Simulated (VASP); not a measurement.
# Si8O14F (a cell with a defect) in VASP: notebook, part 2 of 2

VASP 6.6.1. Earlier steps stand in the parts before.

## Step 3: Single point, PBE

File INCAR:

```
PREC     = Accurate       # precision mode
ENCUT    = 520            # plane-wave cutoff, eV
EDIFF    = 1E-6           # SCF threshold, eV
ISMEAR   = 0              # smearing method
SIGMA    = 0.05           # smearing width, eV
LREAL    = Auto         
LASPH    = T              # aspherical terms in the spheres
NELM     = 100            # most SCF steps
ALGO     = Normal         # electronic algorithm
ISIF     = 2              # what is computed and relaxed
LWAVE    = F              # write WAVECAR
LCHARG   = F              # write CHGCAR
GGA      = PE             # functional
NBANDS   = 78             # bands
NELECT   = 122.0
```

File KPOINTS:

```
regular mesh
0
Gamma
  2 2 2
```

File POSCAR:

```
Si8O14F
1.0
   -4.1797000000     -4.1797000000      0.0000000000
    4.1797000000     -4.1797000000      0.0000000000
    0.0000000000      0.0000000000      5.3338000000
Si O F
8 14 1
Direct
    0.5007397660      0.5000000000      0.0000000000
    0.0007902481      0.5000000000      0.2481740973
    0.5045909994      0.5000000000      0.5000000000
    0.0007902481      0.5000000000      0.7518259027
   -0.0829846640      0.0000000000      0.0000000000
    0.5152905711      0.0000000000      0.2563451948
    0.0112598990      0.0000000000      0.5000000000
    0.5152905711      0.0000000000      0.7436548052
    0.1975424073      0.5000000000      0.0000000000
   -0.0050122018      0.1912351365      0.2432655893
    0.8053762232      0.5000000000      0.0000000000
   -0.0050122018      0.8087648635      0.2432655893
    0.1970926143      0.5000000000      0.5000000000
   -0.0050122018      0.1912351365      0.7567344107
    0.8062025983      0.5000000000      0.5000000000
   -0.0050122018      0.8087648635      0.7567344107
    0.5039376032      0.6988752781      0.2463185721
    0.5039376032      0.3011247219      0.2463185721
    0.7037672560      0.0000000000      0.5000000000
    0.5039376032      0.6988752781      0.7536814279
    0.3120877096      0.0000000000      0.5000000000
    0.5039376032      0.3011247219      0.7536814279
    0.3225925306      0.0000000000      0.0000000000
```

Potentials or basis: VASP PAW PBE potentials, release 64 (Si, O, F).

Command:

```bash
$ cat potpaw_PBE.64/Si/POTCAR potpaw_PBE.64/O/POTCAR potpaw_PBE.64/F/POTCAR > POTCAR
$ mpirun -np 1 vasp_std > vasp.out
```

OUTCAR:

```text
PREC = Accurate
   ENCUT = 520
   EDIFF = 1E-6
   ISMEAR = 0
   LREAL = Auto
   LASPH = T
   NELM = 100
   ISIF = 2
   GGA = PE
   NELECT = 122.0

 ion  position               nearest neighbor table
   1  0.501  0.500  0.000-  17 1.76  18 1.76  20 1.76  22 1.76   9 1.79  11 1.80   3 2.67   3 2.67

   2  0.001  0.500  0.248-  11 1.76   9 1.76  15 1.77  13 1.77  10 1.83  12 1.83   4 2.65   4 2.69

   3  0.505  0.500  0.500-  15 1.78  17 1.79  18 1.79  20 1.79  22 1.79  13 1.82   1 2.67   1 2.67
[... 12 lines left out ...]
  10  0.995  0.191  0.243-   7 1.78   5 1.78   2 1.83
  11  0.805  0.500  0.000-   2 1.76   4 1.76   1 1.80
  12  0.995  0.809  0.243-   7 1.78   5 1.78   2 1.83
  13  0.197  0.500  0.500-   2 1.77   4 1.77   3 1.82
  14  0.995  0.191  0.757-   7 1.78   5 1.78   4 1.83
  15  0.806  0.500  0.500-   2 1.77   4 1.77   3 1.78
  16  0.995  0.809  0.757-   7 1.78   5 1.78   4 1.83
  17  0.504  0.699  0.246-   1 1.76   6 1.78   3 1.79
  18  0.504  0.301  0.246-   1 1.76   6 1.78   3 1.79
  19  0.704  0.000  0.500-   6 1.71   8 1.71   7 1.82
  20  0.504  0.699  0.754-   1 1.76   8 1.78   3 1.79
  21  0.312  0.000  0.500-   6 1.77   8 1.77   7 1.78
  22  0.504  0.301  0.754-   1 1.76   8 1.78   3 1.79
  23  0.323  0.000  0.000-   6 1.78   8 1.78   5 2.40

  LATTYP: Found a simple tetragonal cell.
 ALAT       =     5.9109884267
 C/A-ratio  =     0.9023533147

  Lattice vectors:

 A1 = (  -4.1797000000,  -4.1797000000,   0.0000000000)
 A2 = (   4.1797000000,  -4.1797000000,   0.0000000000)
 A3 = (   0.0000000000,   0.0000000000,   5.3338000000)

Analysis of symmetry for initial positions (statically):
=====================================================================
 Subroutine PRICEL returns:
 Original cell was already a primitive cell.

 Routine SETGRP: Setting up the symmetry group for a
 simple tetragonal supercell.

 Subroutine GETGRP returns: Found  4 space group operations
 (whereof  4 operations were pure point group operations)
 out of a pool of 16 trial point group operations.

The static configuration has the point symmetry C_2v.

Analysis of symmetry for dynamics (positions and initial velocities):
=====================================================================
 Subroutine PRICEL returns:
 Original cell was already a primitive cell.

 Routine SETGRP: Setting up the symmetry group for a
 simple tetragonal supercell.

 Subroutine GETGRP returns: Found  4 space group operations
 (whereof  4 operations were pure point group operations)
 out of a pool of 16 trial point group operations.

The dynamic configuration has the point symmetry C_2v.

 Subroutine INISYM returns: Found  4 space group operations
 (whereof  4 operations are pure point group operations),
 and found     1 'primitive' translations

----------------------------------------------------------------------------------------

                                     Primitive cell

  volume of cell :     186.3618

  direct lattice vectors                    reciprocal lattice vectors
[... 83 lines left out ...]

 Following reciprocal coordinates:
            Coordinates               Weight
  0.000000  0.000000  0.000000      1.000000
  0.500000  0.000000  0.000000      1.000000
  0.000000  0.500000  0.000000      1.000000
  0.500000  0.500000  0.000000      1.000000
  0.000000  0.000000  0.500000      1.000000
  0.500000  0.000000  0.500000      1.000000
  0.000000  0.500000  0.500000      1.000000
  0.500000  0.500000  0.500000      1.000000
   k-points           NKPTS =      8   k-points in BZ     NKDIM =      8   number of bands    NBANDS=     78
   number of dos      NEDOS =    301   number of ions     NIONS =     23
   total plane-waves  NPLWV =  92160
   dimension x,y,z NGX =    48 NGY =   48 NGZ =   40
   dimension x,y,z NGXF=    96 NGYF=   96 NGZF=   80
   ions per type =               8  14   1
   NGX,Y,Z   is equivalent  to a cutoff of  13.50, 13.50, 12.47 a.u.
   NGXF,Y,Z  is equivalent  to a cutoff of  27.00, 27.00, 24.93 a.u.
 SYSTEM =  unknown system
   PREC   = accura    normal or accurate (medium, high low for compatibility)
   ISTART =      0    job   : 0-new  1-cont  2-samecut
   ICHARG =      2    charge: 1-file 2-atom 10-const
   ISPIN  =      1    spin polarized calculation?
   LNONCOLLINEAR =      F non collinear calculations
   LSORBIT =      F    spin-orbit coupling
   LASPH  =      T    aspherical Exc in radial PAW
   ENCUT  =  520.0 eV  38.22 Ry    6.18 a.u.  10.99 10.99  9.92*2*pi/ulx,y,z
   NELM   =    100;   NELMIN=  2; NELMDL= -5     # of ELM steps
   EDIFF  = 0.1E-05   stopping-criterion for ELM
   LREAL  =      T    real-space projection
   EDIFFG = 0.1E-04   stopping-criterion for IOM
   NSW    =      0    number of steps for IOM
   IBRION =     -1    ionic relax: 0-MD 1-quasi-New 2-CG
   NFREE  =      0    steps in history (QN), initial steepest desc. (CG)
   ISIF   =      2    stress and relaxation
   ISYM   =      2    0-nonsym 1-usesym 2-fastsym
   POTIM  = 0.5000    time-step for ionic-motion
   TEBEG  =    0.0;   TEEND  =   0.0 temperature during run
   PSTRESS=    0.0 pullay stress
   NELECT =     122.0000    total number of electrons
   NUPDOWN=      -1.0000    fix difference up-down
   EMIN   =  10.00;   EMAX   =-10.00  energy-range for DOS
   EFERMI =   0.00;   METHOD = LEGACY
   ISMEAR =     0;   SIGMA  =   0.05  broadening in eV -4-tet -1-fermi 0-gaus
   EFERMI_NEDOS =   21; number of points for ismear=-14 and -15
   IALGO  =     38    algorithm
   IMIX   =      4    mixing-type and parameters
     AMIX     =   0.40;   BMIX     =  1.00
     AMIX_MAG =   1.60;   BMIX_MAG =  1.00
  volume/ion in A,a.u.               =       8.10        54.68
  Fermi-wavevector in a.u.,A,eV,Ry     =   1.421486  2.686218 27.492221  2.020621
  Thomas-Fermi vector in A             =   2.542290
   LORBIT       =      0    0 simple, 1 ext, 2 COOP (PROOUT), +10 PAW based schemes
   GGA     = PE    functional components
   LHFCALC =     F    Hartree Fock is set to
   AEXX    =    0.0000 exact exchange contribution
   IVDW    =     0    specifies the selected vdW correction
   LEPSILON=     F    determine dielectric tensor
   LRPA    =     F    only Hartree local field effects (RPA)
 non-spin polarized calculation
 Gauss-broadening in eV      SIGMA  =   0.05
  energy-cutoff  :      520.00
  volume of cell :      186.36
 maximum number of plane-waves:      5032
 NGX is ok and might be reduce to    48
   NGX = 21   NGY = 21   NGZ = 19

 number of electron     121.9999976 magnetization

 Free energy of the ion-electron system (eV)
  ---------------------------------------------------
  ext. energy  EPLUGINS =         0.00000000
  ---------------------------------------------------
  free energy    TOTEN  =      -179.97659561 eV

  energy without entropy =     -179.97659561  energy(sigma->0) =     -179.97659561

 E-fermi :   8.1331     XC(G=0): -12.0363

 val. band max:        7.9089907997   @ k =   0.0000   0.5000   0.0000
 cond. band min:      11.0971505536   @ k =   0.0000   0.0000   0.5000
 fundamental gap:      3.1881597540
 Fermi energy:         8.1331045900

 k-point     1 :       0.0000    0.0000    0.0000
  band No.  band energies     occupation
      1     -18.0176      2.00000
      2     -14.2000      2.00000
      3     -12.6947      2.00000
      4     -12.6724      2.00000
      5     -11.8630      2.00000
      6     -11.5145      2.00000
[... 597 lines left out ...]
     72      17.8870      0.00000
     73      18.2118      0.00000
 [bands above 73 left out]

------------------------ aborting loop because EDIFF is reached ----------------------------------------

  FORCE on cell =-STRESS in cart. coord.  units (eV):
  Direction    XX          YY          ZZ          XY          YZ          ZX
  --------------------------------------------------------------------------------------
  -------------------------------------------------------------------------------------
  Total       -6.8271565     -6.8271565     -2.8264317      3.7537648      0.0000000      0.0000000
  in kB      -58.6939710    -58.6939710    -24.2992089     32.2716143      0.0000000      0.0000000
  external PRESSURE =     -47.2290503 kB  Pullay stress =       0.0000000 kB

 VOLUME and BASIS-vectors are now :
 -----------------------------------------------------------------------------
  energy-cutoff  :      520.00
  volume of cell :      186.36
      direct lattice vectors                 reciprocal lattice vectors
    -4.179700000 -4.179700000  0.000000000    -0.119625810 -0.119625810  0.000000000
     4.179700000 -4.179700000  0.000000000     0.119625810 -0.119625810  0.000000000
     0.000000000  0.000000000  5.333800000     0.000000000  0.000000000  0.187483595

 POSITION                                       TOTAL-FORCE (eV/Angst)
 -----------------------------------------------------------------------------------
     -0.00309     -4.18279      0.00000         0.005787      0.005787      0.000000
      2.08655     -2.09315      1.32371        -0.006558     -0.006558     -0.000329
     -0.01919     -4.19889      2.66690         0.007583      0.007583      0.000000
      2.08655     -2.09315      4.01009        -0.006558     -0.006558      0.000329
     -3.83285     -3.83285      0.00000         0.000089      0.000089      0.000000
     -2.15376     -2.15376      1.36729        -0.013383     -0.013383     -0.002930
[... 15 lines left out ...]
     -0.84770     -3.36492      4.01999        -0.014917      0.004337      0.003542
     -1.34834     -1.34834      0.00000         0.057870      0.057870      0.000000
 -----------------------------------------------------------------------------------
    total drift:                               -0.014052     -0.014052      0.000001

  FREE ENERGIE OF THE ION-ELECTRON SYSTEM (eV)
  ---------------------------------------------------
  free  energy   TOTEN  =      -179.9765956099 eV

  energy  without entropy=     -179.9765956099  energy(sigma->0) =     -179.97659561
```

It took 2.1 min on 1 thread of AMD EPYC 9R14 (Zen 4), shared host; peak memory 0.3 GiB.

What came out:

```yaml
Free_energy: -179.9766 eV
Largest_force: 0.082 eV/Å
```

Forces on the atoms (eV/Å):
```
Si   0.006  0.006  0.000
Si  -0.007 -0.007  0.000
Si   0.008  0.008  0.000
Si  -0.007 -0.007  0.000
Si   0.000  0.000  0.000
Si  -0.013 -0.013 -0.003
Si  -0.014 -0.014  0.000
Si  -0.013 -0.013  0.003
O   -0.013 -0.013  0.000
O    0.019 -0.004 -0.004
O    0.015  0.015  0.000
O   -0.004  0.019 -0.004
O   -0.010 -0.010  0.000
O    0.019 -0.004  0.004
O    0.006  0.006  0.000
O   -0.004  0.019  0.004
O    0.004 -0.015 -0.004
O   -0.015  0.004 -0.004
O   -0.041 -0.041  0.000
O    0.004 -0.015  0.004
O    0.018  0.018  0.000
O   -0.015  0.004  0.004
F    0.058  0.058  0.000
```

Levels at points of the mesh, in eV from the Fermi level:
```csv
k point,band 59,band 60,band 61,band 62,band 63,band 64
"(0.00, 0.00, 0.00)",-1.31,-1.26,-0.46,4.60,4.77,5.64
"(0.50, 0.00, 0.00)",-1.10,-0.92,-0.78,4.37,4.45,6.40
"(0.00, 0.50, 0.00)",-1.62,-1.48,-0.22,5.07,5.28,5.68
"(0.50, 0.50, 0.00)",-1.49,-1.34,-0.54,4.91,5.07,6.36
"(0.00, 0.00, 0.50)",-1.19,-0.96,-0.63,2.96,5.09,7.19
"(0.50, 0.00, 0.50)",-1.07,-0.92,-0.67,3.02,5.06,7.59
"(0.00, 0.50, 0.50)",-1.35,-1.16,-0.43,3.63,5.60,7.11
"(0.50, 0.50, 0.50)",-1.53,-1.50,-0.30,3.53,5.36,7.07
```

Caveat: the k points lie up to 0.59 Å⁻¹ apart; the cell carries a net charge on a neutralising background, which shifts energy and pressure; the cell is charged against a uniform background, so pressure and absolute levels hang on convention.
